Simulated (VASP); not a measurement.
# GaN in VASP: further runs, part 2 of 2

VASP 6.6.1. Earlier steps stand in the parts before.

## (3) Single point, PBE, collinear spin, ferromagnetic start

This run uses another cell than the first one.

INCAR

```
PREC = Accurate
ENCUT = 520
EDIFF = 1E-6
ISMEAR = 0
SIGMA = 0.05
LREAL = F
LASPH = T
NELM = 200
ALGO = Normal
ISIF = 2
LWAVE = F
LCHARG = F
ISPIN = 2
MAGMOM = 0.5 0.5
LORBIT = 11
GGA = PE
NBANDS = 20
GGA_COMPAT = F
```

KPOINTS

```
regular mesh
0
Gamma
  1 1 20
```

POSCAR

```
GaN
1.0
    9.8000000000      0.0000000000      0.0000000000
    0.0000000000      9.3000000000      0.0000000000
    0.0000000000      0.0000000000      3.3346280409
Ga N
1 1
Direct
    0.4766458802      0.5000000000      0.0000000000
    0.5233541198      0.5000000000      0.5000000000
```

Potentials or basis: VASP PAW PBE potentials, release 64 (Ga_d, N).

On the command line:

```bash
cat potpaw_PBE.64/Ga_d/POTCAR potpaw_PBE.64/N/POTCAR > POTCAR
mpirun -np 1 vasp_std > vasp.out
```

OUTCAR:

```text
PREC = Accurate
   ENCUT = 520
   EDIFF = 1E-6
   ISMEAR = 0
   LREAL = F
   LASPH = T
   NELM = 200
   ISIF = 2
   ISPIN = 2
   LORBIT = 11
   GGA = PE

 ion  position               nearest neighbor table
   1  0.477  0.500  0.000-   2 1.73   2 1.73
   2  0.523  0.500  0.500-   1 1.73   1 1.73

  LATTYP: Found a simple orthorhombic cell.
 ALAT       =     3.3346280409
 B/A-ratio  =     2.7889167505
 C/A-ratio  =     2.9388585113

  Lattice vectors:

 A1 = (   0.0000000000,   0.0000000000,  -3.3346280409)
 A2 = (   0.0000000000,   9.3000000000,   0.0000000000)
 A3 = (   9.8000000000,   0.0000000000,   0.0000000000)

Analysis of symmetry for initial positions (statically):
=====================================================================
 Subroutine PRICEL returns:
 Original cell was already a primitive cell.

 Routine SETGRP: Setting up the symmetry group for a
 simple orthorhombic supercell.

 Subroutine GETGRP returns: Found  4 space group operations
 (whereof  4 operations were pure point group operations)
 out of a pool of  8 trial point group operations.

The static configuration has the point symmetry C_2v.

Analysis of symmetry for dynamics (positions and initial velocities):
=====================================================================
 Subroutine PRICEL returns:
 Original cell was already a primitive cell.

 Routine SETGRP: Setting up the symmetry group for a
 simple orthorhombic supercell.

 Subroutine GETGRP returns: Found  4 space group operations
 (whereof  4 operations were pure point group operations)
 out of a pool of  8 trial point group operations.

The dynamic configuration has the point symmetry C_2v.

Analysis of structural, dynamic, and magnetic symmetry:
[... 134 lines left out ...]
   NGX = 37   NGY = 35   NGZ = 13

 number of electron      18.0000004 magnetization      -0.0000094

 number of electron      18.0000004 magnetization       0.0000006

 Free energy of the ion-electron system (eV)
  ---------------------------------------------------
  ext. energy  EPLUGINS =         0.00000000
  ---------------------------------------------------
  free energy    TOTEN  =        -9.52762001 eV

  energy without entropy =       -9.52762001  energy(sigma->0) =       -9.52762001

 E-fermi :  -4.2953     XC(G=0):  -1.9705

 val. band max:       -4.5435136375   @ k =   0.0000   0.0000   0.5000
 cond. band min:      -2.6115488367   @ k =   0.0000   0.0000   0.0000
 fundamental gap:      1.9319648008
 Fermi energy:        -4.2953121230

 spin component 1

 k-point     1 :       0.0000    0.0000    0.0000
  band No.  band energies     occupation
      1     -20.5603      1.00000
      2     -18.7314      1.00000
      3     -18.7303      1.00000
      4     -18.7279      1.00000
      5     -18.5241      1.00000
      6     -16.2681      1.00000
[... 229 lines left out ...]
      6     -16.8676      1.00000
[... 12 lines left out ...]
     19       5.1974      0.00000
     20       5.2973      0.00000
 Fermi energy:        -4.2953121230

 spin component 2

 k-point     1 :       0.0000    0.0000    0.0000
  band No.  band energies     occupation
      1     -20.5603      1.00000
      2     -18.7314      1.00000
      3     -18.7303      1.00000
      4     -18.7279      1.00000
      5     -18.5241      1.00000
      6     -16.2681      1.00000
[... 242 lines left out ...]
     19       5.1718      0.00000
     20       5.2927      0.00000

------------------------ aborting loop because EDIFF is reached ----------------------------------------

  FORCE on cell =-STRESS in cart. coord.  units (eV):
  Direction    XX          YY          ZZ          XY          YZ          ZX
  --------------------------------------------------------------------------------------
  -------------------------------------------------------------------------------------
  Total       -0.0446701     -0.0011788     -0.2352643      0.0000000      0.0000000      0.0000000
  in kB       -0.2354891     -0.0062145     -1.2402528      0.0000000      0.0000000      0.0000000
  external PRESSURE =      -0.4939855 kB  Pullay stress =       0.0000000 kB

 VOLUME and BASIS-vectors are now :
 -----------------------------------------------------------------------------
  energy-cutoff  :      520.00
  volume of cell :      303.92
      direct lattice vectors                 reciprocal lattice vectors
     9.800000000  0.000000000  0.000000000     0.102040816  0.000000000  0.000000000
     0.000000000  9.300000000  0.000000000     0.000000000  0.107526882  0.000000000
     0.000000000  0.000000000  3.334628041     0.000000000  0.000000000  0.299883522

 POSITION                                       TOTAL-FORCE (eV/Angst)
 -----------------------------------------------------------------------------------
      4.67113      4.65000      0.00000         0.041918      0.000000      0.000000
      5.12887      4.65000      1.66731        -0.041918      0.000000      0.000000
 -----------------------------------------------------------------------------------
    total drift:                                0.000780     -0.000000      0.000004

  FREE ENERGIE OF THE ION-ELECTRON SYSTEM (eV)
  ---------------------------------------------------
  free  energy   TOTEN  =        -9.5276200148 eV

  energy  without entropy=       -9.5276200148  energy(sigma->0) =       -9.52762001

 total charge

# of ion       s       p       d       tot
------------------------------------------
    1        0.912   0.889  10.096  11.897
    2        1.248   2.441   0.000   3.689
--------------------------------------------------
tot          2.160   3.330  10.096  15.586

 magnetization (x)

# of ion       s       p       d       tot
------------------------------------------
    1       -0.000   0.000   0.000   0.000
    2       -0.000   0.000   0.000   0.000
--------------------------------------------------
tot         -0.000   0.000   0.000   0.000
```

stdout:

```text
POSCAR found type information on POSCAR GaN
 POSCAR found :  2 types and       2 ions
 scaLAPACK will be used
 LDA part: xc-table for (Slater+PW92), standard interpolation
 POSCAR, INCAR and KPOINTS ok, starting setup
 FFT: planning ... GRIDC
 FFT: planning ... GRID_SOFT
 FFT: planning ... GRID
 WAVECAR not read
 entering main loop
```

It took 5.4 min on 1 thread of Intel Xeon 8259CL, shared host; peak memory 0.55 GiB.

Results:

| Item | Value |
| --- | --- |
| Free energy | -9.5276 eV |
| Largest force | 0.042 eV/Å |
| Band gap on the k mesh | 1.93 eV (least direct gap 2.67 eV) |
| Net moment | 0.00 μB per cell |
| Valence electrons inside the program's atomic spheres | Ga 11.90; N 3.69 |

Forces on the atoms (eV/Å):
```
Ga   0.042  0.000  0.000
N   -0.042  0.000  0.000
```

Levels at points of the mesh, in eV from the valence-band top:
Spin up:
```tsv
k point	band 7	band 8	band 9	band 10	band 11	band 12
(0.00, 0.00, 0.00)	-2.92	-2.13	-1.67	1.93	4.91	5.09
(0.00, 0.00, 0.50)	-6.31	-0.46	0.00	2.67	3.98	7.03
```
Spin down:
| k point | band 5 | band 6 | band 7 | band 8 | band 9 | band 10 | band 11 | band 12 | band 13 | band 14 |
| --- | --- | --- | --- | --- | --- | --- | --- | --- | --- | --- |
| (0.00, 0.00, 0.00) | -13.98 | -11.72 | -2.92 | -2.13 | -1.67 | 1.93 | 4.90 | 5.09 | 5.18 | 6.01 |
| (0.00, 0.00, 0.50) | -14.09 | -12.32 | -6.31 | -0.46 | 0.00 | 2.67 | 3.98 | 7.03 | 7.35 | 8.71 |

## (4) Single point, PBE, collinear spin, ferromagnetic start

This run uses another cell than the first one.

INCAR is that of step 3.

KPOINTS

```
Automatic mesh
0
Gamma
  1 1 34
```

POSCAR

```
GaN
1.0
   10.6000000000      0.0000000000      0.0000000000
    0.0000000000      9.3000000000      0.0000000000
    0.0000000000      0.0000000000      1.8789490877
Ga N
1 1
Direct
    0.4247483900      0.5000000000      0.0000000000
    0.5752516100      0.5000000000      0.5000000000
```

On the command line:

```bash
cat potpaw_PBE.64/Ga_d/POTCAR potpaw_PBE.64/N/POTCAR > POTCAR
mpirun -np 1 vasp_std > vasp.out
```

It took 4.8 min on 1 thread of Intel Xeon 8259CL, shared host; peak memory 0.38 GiB.

It converged, with:

| Quantity | Value |
| --- | --- |
| Free energy | -4.9461 eV |
| Largest force | 3.303 eV/Å |
| Net moment | 0.18 μB per cell |
| Site moments | Ga +0.01; N +0.10 μB |
| Valence electrons inside the program's atomic spheres | Ga 12.57; N 3.54 |

Forces in eV/Å, atoms in the order of the input:
```
Ga  -3.303  0.000  0.000
N    3.303  0.000  0.000
```

Levels at points of the mesh, in eV from the Fermi level:
Spin up:
| k point | band 7 | band 8 | band 9 | band 10 | band 11 | band 12 |
| --- | --- | --- | --- | --- | --- | --- |
| (0.00, 0.00, 0.00) | -8.50 | -4.88 | -3.79 | -0.05 | 3.54 | 3.78 |
| (0.00, 0.00, 0.50) | -7.23 | -2.32 | 0.21 | 3.44 | 4.90 | 8.19 |
Spin down:
| k point | band 6 | band 7 | band 8 | band 9 | band 10 | band 11 | band 12 | band 13 |
| --- | --- | --- | --- | --- | --- | --- | --- | --- |
| (0.00, 0.00, 0.00) | -15.14 | -8.43 | -4.62 | -3.73 | 0.15 | 3.61 | 3.82 | 5.18 |
| (0.00, 0.00, 0.50) | -10.52 | -7.18 | -2.23 | 0.68 | 3.51 | 4.94 | 8.25 | 11.24 |

## (5) Overview

| cell | k mesh | gap on the mesh (eV) | moment (μB) | largest force (eV/Å) |
| --- | --- | --- | --- | --- |
| a = 9.800, b = 9.300, c = 3.191 Å, 2 atoms, atomic positions A | 1 × 1 × 20 | 1.50 | 0.00 | 1.52 |
| a = 9.800, b = 9.300, c = 3.335 Å, 2 atoms, atomic positions B | 1 × 1 × 20 | 1.93 | 0.00 | 0.04 |
| a = 10.600, b = 9.300, c = 1.879 Å, 2 atoms, atomic positions C | 1 × 1 × 34 | none | 0.18 | 3.30 |

Alike in all rows: task single point; level PBE; potentials or basis VASP PAW PBE potentials, release 64 (Ga_d, N); spin collinear, ferromagnetic start; cutoff (eV) 520; smearing gaussian 0.05 eV.

Total energies depend on the potentials used, so only differences within one code and one set of settings carry meaning.
